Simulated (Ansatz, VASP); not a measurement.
One calculation of Rb, two programs

```
Rb
1.0
    -2.83590    2.83590    2.83590
     2.83590   -2.83590    2.83590
     2.83590    2.83590   -2.83590
Rb
1
Direct
  0.00000 0.00000 0.00000
```

Alike in both runs: functional PBE; k mesh 10 × 10 × 10; occupations fermi-dirac, width 0.05 eV; no spin polarisation.

Ansatz relaxed the structure, and its values are those at the end. VASP's run is a single point on that final structure, the one shown.

|  | VASP | Ansatz |
| --- | --- | --- |
| version | VASP 6.6.1 | Ansatz 0.2.0 |
| potentials or method | VASP PAW PBE potentials, release 64 (Rb_sv) | PAW with Ansatz's default frozen-core files, scalar-relativistic |
| plane-wave cutoff (eV) | 520 | 420 |
| valence electrons in the cell | 9 | 9 |

```csv
,VASP,Ansatz,Ansatz less VASP
pressure (GPa),0.0,0.0,0.00
```

The functional is the same, so the differences come from potentials, cutoffs and numerics.
